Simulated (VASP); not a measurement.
# SiC (Cmm2) in VASP: further runs

SiC is run at these levels: PBE; tasks: single point.

Everything below comes from runs of VASP 6.6.1. Logs are shortened: lines on timing, memory, paths and dates and some standing lists are left out, and cuts for length are marked.

### 1 The cell of the first run

Symmetry: Cmm2, No. 35, orthorhombic system. Conventional cell: a = 6.149 Å, b = 6.149 Å, c = 4.348 Å, α = 90.00°, β = 90.00°, γ = 90.00°. Within 2.4 Å of Si (site symmetry mm2) lie 4 C at 1.77 to 2.01 Å. Within 2.5 Å of Si (site symmetry 2) lie 4 C at 1.88 Å. Within 2.5 Å of Si (site symmetry mm2) lie 4 C at 1.88 Å. Within 2.5 Å of C (site symmetry m) lie 4 Si at 1.88 to 2.01 Å. C (site symmetry m) has 4 Si at 1.77 to 1.88 Å within 2.4 Å.

### 2 Single point, PBE (atom 1 (Si) moved +0.210 Å along Cartesian [0 1 0])

INCAR

```
ALGO = Normal
EDIFF = 1E-6
ENCUT = 520
GGA = PE
ISIF = 2
ISMEAR = 0
LASPH = True
LCHARG = False
LREAL = False
LWAVE = False
NBANDS = 26
NELM = 80
PREC = Accurate
SIGMA = 0.05
```

KPOINTS

```
k-points
0
Gamma
  6 6 6
```

POSCAR

```
SiC
1.0
    4.3480000000      0.0000000000      0.0000000000
    0.0000000000     -4.3480000000      0.0000000000
    0.0000000000      0.0000000000     -4.3480000000
Si C
4 4
Direct
    0.0000000000      0.4517019319      0.5000000000
    0.5000000000      0.0000000000      0.5000000000
    0.5000000000      0.5000000000      0.0000000000
    0.0000000000      0.0000000000      0.0000000000
    0.7500000000      0.7500000000      0.7500000000
    0.2500000000      0.2500000000      0.7500000000
    0.2500000000      0.7500000000      0.2500000000
    0.7500000000      0.2500000000      0.2500000000
```

Potentials or basis: VASP PAW PBE potentials, release 64 (Si, C).

Started as:

```
cat potpaw_PBE.64/Si/POTCAR potpaw_PBE.64/C/POTCAR > POTCAR
mpirun -np 1 vasp_std > vasp.out
```

OUTCAR:

```text
EDIFF = 1E-6
   ENCUT = 520
   GGA = PE
   ISIF = 2
   ISMEAR = 0
   LASPH = True
   LREAL = False
   NELM = 80
   PREC = Accurate

 ion  position               nearest neighbor table
   1  0.000  0.452  0.500-   6 1.77   8 1.77   7 2.01   5 2.01   2 2.93   4 2.93   4 2.93   2 2.93
                             3 3.08   3 3.08   3 3.08   3 3.08
   2  0.500  0.000  0.500-   5 1.88   6 1.88   7 1.88   8 1.88   1 2.93   1 2.93   4 3.07   3 3.07
                             4 3.07   3 3.07   3 3.07   3 3.07   4 3.07   4 3.07
   3  0.500  0.500  0.000-   5 1.88   6 1.88   7 1.88   8 1.88   2 3.07   4 3.07   2 3.07   2 3.07
                             4 3.07   2 3.07   4 3.07   4 3.07   1 3.08   1 3.08   1 3.08   1 3.08
   4  0.000  0.000  0.000-   5 1.88   6 1.88   7 1.88   8 1.88   1 2.93   1 2.93   3 3.07   2 3.07
                             2 3.07   3 3.07   2 3.07   3 3.07   2 3.07   3 3.07
   5  0.750  0.750  0.750-   2 1.88   3 1.88   4 1.88   1 2.01
   6  0.250  0.250  0.750-   1 1.77   2 1.88   3 1.88   4 1.88
   7  0.250  0.750  0.250-   2 1.88   3 1.88   4 1.88   1 2.01
   8  0.750  0.250  0.250-   1 1.77   2 1.88   3 1.88   4 1.88

  LATTYP: Found a simple cubic cell.
 ALAT       =     4.3480000000

  Lattice vectors:

 A1 = (   4.3480000000,   0.0000000000,   0.0000000000)
 A2 = (   0.0000000000,  -4.3480000000,   0.0000000000)
 A3 = (   0.0000000000,   0.0000000000,  -4.3480000000)

Analysis of symmetry for initial positions (statically):
=====================================================================
 Subroutine PRICEL returns:
 Original cell was already a primitive cell.

 Routine SETGRP: Setting up the symmetry group for a
 simple cubic supercell.

 Subroutine GETGRP returns: Found  4 space group operations
 (whereof  2 operations were pure point group operations)
 out of a pool of 48 trial point group operations.

The static configuration has the point symmetry C_2 .
 The point group associated with its full space group is C_2v.

Analysis of symmetry for dynamics (positions and initial velocities):
=====================================================================
 Subroutine PRICEL returns:
 Original cell was already a primitive cell.

 Routine SETGRP: Setting up the symmetry group for a
 simple cubic supercell.

 Subroutine GETGRP returns: Found  4 space group operations
 (whereof  2 operations were pure point group operations)
 out of a pool of 48 trial point group operations.
[... 118 lines left out ...]
   IBRION =     -1    ionic relax: 0-MD 1-quasi-New 2-CG
   NFREE  =      0    steps in history (QN), initial steepest desc. (CG)
   ISIF   =      2    stress and relaxation
   ISYM   =      2    0-nonsym 1-usesym 2-fastsym
   POTIM  = 0.5000    time-step for ionic-motion
   TEBEG  =    0.0;   TEEND  =   0.0 temperature during run
   PSTRESS=    0.0 pullay stress
   NELECT =      32.0000    total number of electrons
   NUPDOWN=      -1.0000    fix difference up-down
   EMIN   =  10.00;   EMAX   =-10.00  energy-range for DOS
   EFERMI =   0.00;   METHOD = LEGACY
   ISMEAR =     0;   SIGMA  =   0.05  broadening in eV -4-tet -1-fermi 0-gaus
   EFERMI_NEDOS =   21; number of points for ismear=-14 and -15
   IALGO  =     38    algorithm
   IMIX   =      4    mixing-type and parameters
     AMIX     =   0.40;   BMIX     =  1.00
     AMIX_MAG =   1.60;   BMIX_MAG =  1.00
  volume/ion in A,a.u.               =      10.27        69.34
  Fermi-wavevector in a.u.,A,eV,Ry     =   1.195369  2.258920 19.441458  1.428907
  Thomas-Fermi vector in A             =   2.331336
   LORBIT       =      0    0 simple, 1 ext, 2 COOP (PROOUT), +10 PAW based schemes
   GGA     = PE    functional components
   LHFCALC =     F    Hartree Fock is set to
   AEXX    =    0.0000 exact exchange contribution
   IVDW    =     0    specifies the selected vdW correction
   LEPSILON=     F    determine dielectric tensor
   LRPA    =     F    only Hartree local field effects (RPA)
 non-spin polarized calculation
 Gauss-broadening in eV      SIGMA  =   0.05
  energy-cutoff  :      520.00
  volume of cell :       82.20
 maximum number of plane-waves:      2272
   NGX = 17   NGY = 17   NGZ = 17

 number of electron      32.0000008 magnetization

 Free energy of the ion-electron system (eV)
  ---------------------------------------------------
  ext. energy  EPLUGINS =         0.00000000
  ---------------------------------------------------
  free energy    TOTEN  =       -59.65588395 eV

  energy without entropy =      -59.65588395  energy(sigma->0) =      -59.65588395

 E-fermi :   8.6936     XC(G=0): -11.3858

 val. band max:        8.4869480797   @ k =   0.0000   0.0000   0.0000
 cond. band min:       8.9925959533   @ k =   0.0000   0.0000   0.0000
 fundamental gap:      0.5056478736
 Fermi energy:         8.6936382987

 k-point     1 :       0.0000    0.0000    0.0000
  band No.  band energies     occupation
      1      -7.3378      2.00000
      2      -2.6378      2.00000
      3      -2.2707      2.00000
      4      -1.8929      2.00000
      5       0.2894      2.00000
      6       0.3209      2.00000
[... 685 lines left out ...]
     25      17.1275      0.00000
     26      17.2730      0.00000

 [... further k-points ...]

------------------------ aborting loop because EDIFF is reached ----------------------------------------

  FORCE on cell =-STRESS in cart. coord.  units (eV):
  Direction    XX          YY          ZZ          XY          YZ          ZX
  --------------------------------------------------------------------------------------
  -------------------------------------------------------------------------------------
  Total        3.7246077      2.2442144      3.7246077      0.0000000      0.0000000     -1.9717509
  in kB       72.5976418     43.7427731     72.5976418      0.0000000      0.0000000    -38.4320928
  external PRESSURE =      62.9793523 kB  Pullay stress =       0.0000000 kB

 VOLUME and BASIS-vectors are now :
 -----------------------------------------------------------------------------
  energy-cutoff  :      520.00
  volume of cell :       82.20
      direct lattice vectors                 reciprocal lattice vectors
     4.348000000  0.000000000  0.000000000     0.229990800  0.000000000  0.000000000
     0.000000000 -4.348000000  0.000000000     0.000000000 -0.229990800  0.000000000
     0.000000000  0.000000000 -4.348000000     0.000000000  0.000000000 -0.229990800

 POSITION                                       TOTAL-FORCE (eV/Angst)
 -----------------------------------------------------------------------------------
      0.00000     -1.96400     -2.17400         0.000000     -5.262899     -0.000000
      2.17400      0.00000     -2.17400         0.000000      1.128684     -0.000000
      2.17400     -2.17400      0.00000         0.000000     -0.937184     -0.000000
      0.00000      0.00000      0.00000         0.000000      1.128684     -0.000000
      3.26100     -3.26100     -3.26100         0.353036      0.816153      0.353036
      1.08700     -1.08700     -3.26100         0.896066      1.155204     -0.896066
      1.08700     -3.26100     -1.08700        -0.353036      0.816153     -0.353036
      3.26100     -1.08700     -1.08700        -0.896066      1.155204      0.896066
 -----------------------------------------------------------------------------------
    total drift:                               -0.000000     -0.000234      0.000000

  FREE ENERGIE OF THE ION-ELECTRON SYSTEM (eV)
  ---------------------------------------------------
  free  energy   TOTEN  =       -59.6558839508 eV

  energy  without entropy=      -59.6558839508  energy(sigma->0) =      -59.65588395
```

It took 99 s on 1 thread of Intel Xeon 8259CL, shared host; peak memory 0.22 GiB.

Results:

```yaml
Free_energy: -59.6559 eV
Pressure: 6.3 GPa
Largest_force: 5.263 eV/Å
Band_gap_on_the_k_mesh: 0.51 eV, direct
```

Forces in eV/Å, atoms in the order of the input:
```
Si   0.000 -5.263  0.000
Si   0.000  1.129  0.000
Si   0.000 -0.937  0.000
Si   0.000  1.129  0.000
C    0.353  0.816  0.353
C    0.896  1.155 -0.896
C   -0.353  0.816 -0.353
C   -0.896  1.155  0.896
```

Caveat: the cell differs from its parent crystal (atom 1 (Si) moved +0.210 Å along Cartesian [0 1 0]); forces of over 1 eV/Å act on the atoms, so gaps and moduli don't describe the material at rest.

### 3 Single point, PBE (atom 1 (Si) moved +0.150 Å along Cartesian [0 1 0])

INCAR

```
PREC = Accurate
ENCUT = 520
EDIFF = 1E-6
ISMEAR = 0
SIGMA = 0.05
LREAL = False
LASPH = True
NELM = 80
ALGO = Normal
ISIF = 2
LWAVE = False
LCHARG = False
GGA = PE
NBANDS = 26
```

KPOINTS

```
regular mesh
0
Gamma
  6 6 6
```

Changes to POSCAR since step 2:

```diff
@@ -8,3 +8,3 @@
 Direct
-    0.0000000000      0.4517019319      0.5000000000
+    0.0000000000      0.4655013799      0.5000000000
     0.5000000000      0.0000000000      0.5000000000
```

Potentials or basis: VASP PAW PBE potentials, release 64 (Si, C).

Started as:

```
cat potpaw_PBE.64/Si/POTCAR potpaw_PBE.64/C/POTCAR > POTCAR
mpirun -np 1 vasp_std > vasp.out
```

OUTCAR:

```text
PREC = Accurate
   ENCUT = 520
   EDIFF = 1E-6
   ISMEAR = 0
   LREAL = False
   LASPH = True
   NELM = 80
   ISIF = 2
   GGA = PE

 ion  position               nearest neighbor table
   1  0.000  0.466  0.500-   6 1.80   8 1.80   7 1.97   5 1.97   2 2.97   4 2.97   4 2.97   2 2.97
                             3 3.08   3 3.08   3 3.08   3 3.08
   2  0.500  0.000  0.500-   5 1.88   6 1.88   7 1.88   8 1.88   1 2.97   1 2.97   4 3.07   3 3.07
                             4 3.07   3 3.07   3 3.07   3 3.07   4 3.07   4 3.07
   3  0.500  0.500  0.000-   5 1.88   6 1.88   7 1.88   8 1.88   2 3.07   4 3.07   2 3.07   2 3.07
                             4 3.07   2 3.07   4 3.07   4 3.07   1 3.08   1 3.08   1 3.08   1 3.08
   4  0.000  0.000  0.000-   5 1.88   6 1.88   7 1.88   8 1.88   1 2.97   1 2.97   3 3.07   2 3.07
                             2 3.07   3 3.07   2 3.07   3 3.07   2 3.07   3 3.07
   5  0.750  0.750  0.750-   2 1.88   3 1.88   4 1.88   1 1.97
   6  0.250  0.250  0.750-   1 1.80   2 1.88   3 1.88   4 1.88
   7  0.250  0.750  0.250-   2 1.88   3 1.88   4 1.88   1 1.97
   8  0.750  0.250  0.250-   1 1.80   2 1.88   3 1.88   4 1.88

  LATTYP: Found a simple cubic cell.
 ALAT       =     4.3480000000

  Lattice vectors:

 A1 = (   4.3480000000,   0.0000000000,   0.0000000000)
 A2 = (   0.0000000000,  -4.3480000000,   0.0000000000)
 A3 = (   0.0000000000,   0.0000000000,  -4.3480000000)

Analysis of symmetry for initial positions (statically):
=====================================================================
 Subroutine PRICEL returns:
 Original cell was already a primitive cell.

 Routine SETGRP: Setting up the symmetry group for a
 simple cubic supercell.

 Subroutine GETGRP returns: Found  4 space group operations
 (whereof  2 operations were pure point group operations)
 out of a pool of 48 trial point group operations.

The static configuration has the point symmetry C_2 .
 The point group associated with its full space group is C_2v.

Analysis of symmetry for dynamics (positions and initial velocities):
=====================================================================
 Subroutine PRICEL returns:
 Original cell was already a primitive cell.

 Routine SETGRP: Setting up the symmetry group for a
 simple cubic supercell.

 Subroutine GETGRP returns: Found  4 space group operations
 (whereof  2 operations were pure point group operations)
 out of a pool of 48 trial point group operations.

The dynamic configuration has the point symmetry C_2 .
 The point group associated with its full space group is C_2v.

 Subroutine INISYM returns: Found  4 space group operations
 (whereof  2 operations are pure point group operations),
 and found     1 'primitive' translations

----------------------------------------------------------------------------------------

                                     Primitive cell

  volume of cell :      82.1994

  direct lattice vectors                    reciprocal lattice vectors
     4.348000000  0.000000000  0.000000000     0.229990800  0.000000000  0.000000000
     0.000000000 -4.348000000  0.000000000     0.000000000 -0.229990800  0.000000000
     0.000000000  0.000000000 -4.348000000     0.000000000  0.000000000 -0.229990800

  length of vectors
     4.348000000  4.348000000  4.348000000     0.229990800  0.229990800  0.229990800

  position of ions in fractional coordinates (direct lattice)
[... 50 lines left out ...]
  0.000000  0.166667  0.000000      2.000000
  0.333333  0.000000  0.000000      4.000000
  0.000000  0.333333  0.000000      2.000000
  0.500000  0.000000  0.000000      2.000000
[... 16 lines left out ...]
  0.333333  0.000000  0.500000      4.000000
  0.500000  0.500000  0.000000      2.000000
 [... further k-points ...]
   k-points           NKPTS =     52   k-points in BZ     NKDIM =     52   number of bands    NBANDS=     26
   number of dos      NEDOS =    301   number of ions     NIONS =      8
   total plane-waves  NPLWV =  32768
   dimension x,y,z NGX =    32 NGY =   32 NGZ =   32
   dimension x,y,z NGXF=    64 NGYF=   64 NGZF=   64
   ions per type =               4   4
   NGX,Y,Z   is equivalent  to a cutoff of  12.24, 12.24, 12.24 a.u.
   NGXF,Y,Z  is equivalent  to a cutoff of  24.47, 24.47, 24.47 a.u.
 SYSTEM =  unknown system
   PREC   = accura    normal or accurate (medium, high low for compatibility)
   ISTART =      0    job   : 0-new  1-cont  2-samecut
   ICHARG =      2    charge: 1-file 2-atom 10-const
   ISPIN  =      1    spin polarized calculation?
   LNONCOLLINEAR =      F non collinear calculations
   LSORBIT =      F    spin-orbit coupling
   LASPH  =      T    aspherical Exc in radial PAW
   ENCUT  =  520.0 eV  38.22 Ry    6.18 a.u.   8.08  8.08  8.08*2*pi/ulx,y,z
   NELM   =     80;   NELMIN=  2; NELMDL= -5     # of ELM steps
   EDIFF  = 0.1E-05   stopping-criterion for ELM
   LREAL  =      F    real-space projection
   EDIFFG = 0.1E-04   stopping-criterion for IOM
   NSW    =      0    number of steps for IOM
   IBRION =     -1    ionic relax: 0-MD 1-quasi-New 2-CG
   NFREE  =      0    steps in history (QN), initial steepest desc. (CG)
   ISIF   =      2    stress and relaxation
   ISYM   =      2    0-nonsym 1-usesym 2-fastsym
   POTIM  = 0.5000    time-step for ionic-motion
   TEBEG  =    0.0;   TEEND  =   0.0 temperature during run
   PSTRESS=    0.0 pullay stress
   NELECT =      32.0000    total number of electrons
   NUPDOWN=      -1.0000    fix difference up-down
   EMIN   =  10.00;   EMAX   =-10.00  energy-range for DOS
   EFERMI =   0.00;   METHOD = LEGACY
   ISMEAR =     0;   SIGMA  =   0.05  broadening in eV -4-tet -1-fermi 0-gaus
   EFERMI_NEDOS =   21; number of points for ismear=-14 and -15
   IALGO  =     38    algorithm
   IMIX   =      4    mixing-type and parameters
     AMIX     =   0.40;   BMIX     =  1.00
     AMIX_MAG =   1.60;   BMIX_MAG =  1.00
  volume/ion in A,a.u.               =      10.27        69.34
  Fermi-wavevector in a.u.,A,eV,Ry     =   1.195369  2.258920 19.441458  1.428907
  Thomas-Fermi vector in A             =   2.331336
   LORBIT       =      0    0 simple, 1 ext, 2 COOP (PROOUT), +10 PAW based schemes
   GGA     = PE    functional components
   LHFCALC =     F    Hartree Fock is set to
   AEXX    =    0.0000 exact exchange contribution
   IVDW    =     0    specifies the selected vdW correction
   LEPSILON=     F    determine dielectric tensor
   LRPA    =     F    only Hartree local field effects (RPA)
 non-spin polarized calculation
 Gauss-broadening in eV      SIGMA  =   0.05
  energy-cutoff  :      520.00
  volume of cell :       82.20
 maximum number of plane-waves:      2272
   NGX = 17   NGY = 17   NGZ = 17

 number of electron      32.0000008 magnetization

 Free energy of the ion-electron system (eV)
  ---------------------------------------------------
  ext. energy  EPLUGINS =         0.00000000
  ---------------------------------------------------
  free energy    TOTEN  =       -59.92862793 eV

  energy without entropy =      -59.92862793  energy(sigma->0) =      -59.92862793

 E-fermi :   8.6750     XC(G=0): -11.3861

 val. band max:        8.3920144957   @ k =   0.0000   0.0000   0.0000
 cond. band min:       9.1458899952   @ k =   0.0000   0.0000   0.0000
 fundamental gap:      0.7538754994
 Fermi energy:         8.6749755106

 k-point     1 :       0.0000    0.0000    0.0000
  band No.  band energies     occupation
      1      -7.3065      2.00000
      2      -2.5128      2.00000
      3      -2.2481      2.00000
      4      -1.9770      2.00000
      5       0.3271      2.00000
      6       0.3436      2.00000
[... 685 lines left out ...]
     25      17.1279      0.00000
     26      17.2973      0.00000

 [... further k-points ...]
[... 5 lines left out ...]
  --------------------------------------------------------------------------------------
  -------------------------------------------------------------------------------------
  Total        3.1061553      2.3522556      3.1061553      0.0000000      0.0000000     -1.3591181
  in kB       60.5431677     45.8486425     60.5431677      0.0000000      0.0000000    -26.4910507
  external PRESSURE =      55.6449926 kB  Pullay stress =       0.0000000 kB

 VOLUME and BASIS-vectors are now :
 -----------------------------------------------------------------------------
  energy-cutoff  :      520.00
  volume of cell :       82.20
      direct lattice vectors                 reciprocal lattice vectors
     4.348000000  0.000000000  0.000000000     0.229990800  0.000000000  0.000000000
     0.000000000 -4.348000000  0.000000000     0.000000000 -0.229990800  0.000000000
     0.000000000  0.000000000 -4.348000000     0.000000000  0.000000000 -0.229990800

 POSITION                                       TOTAL-FORCE (eV/Angst)
 -----------------------------------------------------------------------------------
      0.00000     -2.02400     -2.17400         0.000000     -3.816427      0.000000
      2.17400      0.00000     -2.17400         0.000000      0.811972      0.000000
      2.17400     -2.17400      0.00000         0.000000     -0.677604      0.000000
      0.00000      0.00000      0.00000         0.000000      0.811972      0.000000
      3.26100     -3.26100     -3.26100         0.297608      0.628558      0.297608
      1.08700     -1.08700     -3.26100         0.576655      0.806486     -0.576655
      1.08700     -3.26100     -1.08700        -0.297608      0.628558     -0.297608
      3.26100     -1.08700     -1.08700        -0.576655      0.806486      0.576655
 -----------------------------------------------------------------------------------
    total drift:                               -0.000000     -0.000012      0.000000

  FREE ENERGIE OF THE ION-ELECTRON SYSTEM (eV)
  ---------------------------------------------------
  free  energy   TOTEN  =       -59.9286279270 eV

  energy  without entropy=      -59.9286279270  energy(sigma->0) =      -59.92862793
```

Run time: 93 s. Hardware: 1 thread of Intel Xeon 8259CL, shared host; peak memory 0.22 GiB.

What came out:

| Item | Value |
| --- | --- |
| Free energy | -59.9286 eV |
| Pressure | 5.6 GPa |
| Largest force | 3.816 eV/Å |
| Band gap on the k mesh | 0.75 eV, direct |

Forces in eV/Å, atoms in the order of the input:
```
Si   0.000 -3.816  0.000
Si   0.000  0.812  0.000
Si   0.000 -0.678  0.000
Si   0.000  0.812  0.000
C    0.298  0.629  0.298
C    0.577  0.806 -0.577
C   -0.298  0.629 -0.298
C   -0.577  0.806  0.577
```

Caveat: the cell differs from its parent crystal (atom 1 (Si) moved +0.150 Å along Cartesian [0 1 0]); forces of over 1 eV/Å act on the atoms, so gaps and moduli don't describe the material at rest.
